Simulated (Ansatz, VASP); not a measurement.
# Two plane-wave programs on AlSn4

File INCAR:

```
SYSTEM = AlSn4
ALGO     = Fast           ! electronic algorithm
EDIFF    = 1E-7           ! SCF threshold, eV
EDIFFG   = -0.01          ! ionic threshold
ENCUT    = 600            ! plane-wave cutoff, eV
GGA      = PE             ! functional
IBRION   = 2              ! ionic algorithm
ISIF     = 3              ! what is computed and relaxed
ISMEAR   = 0              ! smearing method
LASPH    = .True.         ! aspherical terms in the spheres
LCHARG   = .False.        ! write CHGCAR
LREAL    = .False.        ! projectors in reciprocal space
LWAVE    = .False.        ! write WAVECAR
NELM     = 60             ! most SCF steps
NSW      = 100            ! ionic steps
PREC     = Accurate       ! precision mode
SIGMA    = 0.1            ! smearing width, eV
```

The input KPOINTS:

```
k-points
0
Gamma
  8 8 8
  0 0 0
```

POSCAR

```
AlSn4
1.0
    5.3294347003      0.0000000000      0.0000000000
    0.0000000000      5.3294347003      0.0000000000
    0.0000000000      0.0000000000      5.3294347003
Al Sn
1 4
Direct
    0.5000000000      0.5000000000      0.5000000000
    0.0000000000      0.5000000000      0.5000000000
    0.5000000000      0.5000000000      0.0000000000
    0.5000000000      0.0000000000      0.5000000000
    0.0000000000      0.0000000000      0.0000000000
```

Input for Ansatz:

```yaml
crystal:
  lattice:
    - [5.3294347003, 0.0, 0.0]
    - [0.0, 5.3294347003, 0.0]
    - [0.0, 0.0, 5.3294347003]
  atoms:
    - { symbol: Al, position: [0.5, 0.5, 0.5] }
    - { symbol: Sn, position: [0.0, 0.5, 0.5] }
    - { symbol: Sn, position: [0.5, 0.5, 0.0] }
    - { symbol: Sn, position: [0.5, 0.0, 0.5] }
    - { symbol: Sn, position: [0.0, 0.0, 0.0] }
basis:
  ecutwfc: 420
kpoints:
  mp_grid: { grid: [8, 8, 8] }
hamiltonian:
  xc: pbe
scf:
  occupations: { method: gaussian, width: 0.1 }
output:
  forces: true
  stress: true
  eigenvalues: true
relax:
  adjacent_minimum: "off"
  f_tol: 0.01
  max_steps: 80
  cell: { stress_tol: 0.05 }
```

Change from the starting cell: species swapped into the Fe4N type (Pm-3m, No. 221).

Alike in both runs: task relaxation of cell and atoms; functional PBE; k mesh 8 × 8 × 8; occupations gaussian, width 0.1 eV; no spin polarisation.

```csv
,VASP,Ansatz
version,VASP 6.6.1,Ansatz 0.2.0
potentials or method,"VASP PAW PBE potentials, release 64 (Al, Sn_d), cutoff 600 eV","scalar-relativistic, plane waves, PAW"
valence electrons in the cell,59,59
```

```tsv
	VASP	Ansatz	Ansatz less VASP
gap on the k mesh at the Fermi level, each at its own relaxed structure (eV)	none	none	-
relaxed volume (Å³/atom)	30.17	30.21	+0.037
relaxed length of the cell vector where the two differ most in proportion (Å)	5.324	5.326	+0.0022
```

A gap of «none» marks a metal or a gap that the smearing closes.
